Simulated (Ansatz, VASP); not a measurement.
## Two plane-wave programs on MgI2

File INCAR:

```
PREC     = Accurate       # precision mode
ENCUT    = 520            # plane-wave cutoff, eV
EDIFF    = 1E-6           # SCF threshold, eV
ISMEAR   = 0              # smearing method
SIGMA    = 0.05           # smearing width, eV
LREAL    = F              # projectors in reciprocal space
LASPH    = T              # aspherical terms in the spheres
NELM     = 80             # most SCF steps
ALGO     = Normal         # electronic algorithm
ISIF     = 2              # what is computed and relaxed
LWAVE    = F              # write WAVECAR
LCHARG   = T              # write CHGCAR
GGA      = CA             # functional
LELF     = T              # ELF
LVHAR    = T            
NBANDS   = 15             # bands
```

File KPOINTS:

```
regular mesh
0
Gamma
  6 6 4
```

File POSCAR:

```
MgI2
1.0
    4.1134023628      0.0000000000      0.0000000000
   -2.0567011814      3.5623109422      0.0000000000
    0.0000000000      0.0000000000      6.7474938499
Mg I
1 2
Direct
    0.0000000000      0.0000000000      0.0000000000
    0.3333333333      0.6666666667      0.7747750392
    0.6666666667      0.3333333333      0.2252249608
```

Input for Ansatz:

```yaml
crystal:
  lattice:
    - [4.1134023628, 0.0, 0.0]
    - [-2.0567011814, 3.5623109422, 0.0]
    - [0.0, 0.0, 6.7474938499]
  atoms:
    - { symbol: Mg, position: [0.0, 0.0, 0.0] }
    - { symbol: I, position: [0.3333333333, 0.6666666667, 0.7747750392] }
    - { symbol: I, position: [0.6666666667, 0.3333333333, 0.2252249608] }
basis:
  ecutwfc: 520.0
kpoints:
  mp_grid: { grid: [6, 6, 4] }
hamiltonian:
  xc: lda
scf:
  occupations: { method: gaussian, width: 0.05 }
output:
  forces: true
  stress: true
  eigenvalues: true
```

Alike in both runs: task single point; functional LDA; k mesh 6 × 6 × 4; occupations gaussian, width 0.05 eV; no spin polarisation.

|  | VASP | Ansatz |
| --- | --- | --- |
| version | VASP 6.6.1 | Ansatz 0.2.0 |
| potentials or method | VASP PAW LDA potentials, release 64 (Mg, I), cutoff 520 eV | scalar-relativistic, plane waves, PAW |
| valence electrons in the cell | 16 | 44 |

```csv
,VASP,Ansatz,Ansatz less VASP
gap on the k mesh at the Fermi level (eV),3.31,3.33,+0.022
least direct gap on the mesh (eV),3.66,3.65,-0.013
pressure (GPa),1.8,1.8,+0.08
"traceless stress, the component that is largest in VASP (GPa)",1.20,1.17,-0.028
rms of the force components (eV/Å),0.353,0.355,+0.0025
```

LDA's correlation is that of Perdew and Zunger in VASP and of Perdew and Wang (1992) in Ansatz. Atom by atom the forces differ by 0.003 eV/Å (rms over components). VASP's potentials hold 16 valence electrons a cell and Ansatz's 44, so a difference there can come from the potentials and not from the codes.

Spin-orbit coupling is off throughout.
